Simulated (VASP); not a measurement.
Here is a VASP 6.6.1 calculation.

Contents of INCAR:

```
SYSTEM = C
PREC = Accurate
ENCUT = 520
EDIFF = 1E-7
ISMEAR = 0
SIGMA = 0.05
LREAL = .FALSE.
LASPH = .TRUE.
NELM = 100
ALGO = Normal
ISIF = 2
LWAVE = .FALSE.
LCHARG = .TRUE.
GGA = PE
LELF = .TRUE.
LVHAR = .TRUE.
NBANDS = 11
```

Contents of KPOINTS:

```
Automatic mesh
0
G
  12 12 12
  0 0 0
```

File POSCAR:

```
C
1.0
    0.0000000000      1.8118722275      1.9013787156
    1.8118722275      0.0000000000      1.9013787156
    1.8118722275      1.8118722275      0.0000000000
C
2
Direct
    0.5000000000      0.5000000000      0.5000000000
    0.7500000000      0.7500000000      0.7500000000
```

Potentials or basis: VASP PAW PBE potentials, release 64 (C).

Launch:

```bash
$ cat potpaw_PBE.64/C/POTCAR > POTCAR
$ mpirun -np 1 vasp_std > vasp.out
```

What does it give for the pressure?

-33.0 GPa.

What does it give for the band gap on the k mesh?

3.37 eV, indirect (least direct gap 4.92 eV).

Stress tensor (GPa, compression positive):
```
-18.92   0.00   0.00
  0.00 -18.92   0.00
  0.00   0.00 -61.14
```

 A k mesh can miss the band edges.
